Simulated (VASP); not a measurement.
Sr2O:

```
Sr O
1.0
     4.68366    0.00000    0.00000
    -2.34183    4.05617    0.00000
     0.00000    0.00000    4.47068
Sr O
2 1
Direct
  0.33333 0.66667 0.00000
  0.66667 0.33333 0.00000
  0.00000 0.00000 0.00000
```

* Program: VASP 6.6.1
* Task: relaxation of cell and atoms
* Functional: PBE
* Potentials or basis: VASP PAW PBE potentials, release 64 (Sr_sv, O)
* Cutoff: 600 eV
* k mesh: 6 × 6 × 4
* Occupations: gaussian, width 0.1 eV
* Spin: no spin polarisation

At the start: pressure 2.9 GPa; volume 28.31 Å³/atom.

Where does the relaxation end?

Over 8 steps the energy falls by 95.4 meV/atom and the volume is 28.42 Å³/atom (+0.4 %); space group P6/mmm (No. 191, to 0.05 Å).

Step by step:
| step | energy change (eV) | largest force (eV/Å) | pressure (GPa) | volume (Å³) |
| --- | --- | --- | --- | --- |
| 1 | 0.0000 | 0.0000 | 2.91 | 84.93 |
| 2 | -0.2258 | 0.0000 | -0.81 | 91.19 |
| 3 | -0.2349 | 0.0000 | -1.40 | 93.12 |
| 4 | -0.2349 | 0.0000 | -1.33 | 92.86 |
| 5 | -0.2683 | 0.0000 | -0.95 | 89.91 |
| 6 | -0.2829 | 0.0000 | -0.49 | 87.07 |
| 7 | -0.2834 | 0.0000 | -0.38 | 86.44 |
| 8 | -0.2861 | 0.0000 | -0.02 | 85.27 |

Final structure:
```cif
data_structure
_symmetry_space_group_name_H-M 'P 1'
_symmetry_Int_Tables_number 1
_cell_length_a 4.9429
_cell_length_b 4.9429
_cell_length_c 4.0300
_cell_angle_alpha 90.000
_cell_angle_beta 90.000
_cell_angle_gamma 120.000
_cell_volume 85.27
loop_
_atom_site_label
_atom_site_type_symbol
_atom_site_fract_x
_atom_site_fract_y
_atom_site_fract_z
_atom_site_occupancy
Sr1 Sr 0.33333 0.66667 0.00000 1
Sr2 Sr 0.66667 0.33333 0.00000 1
O1 O 0.00000 0.00000 0.00000 1
```
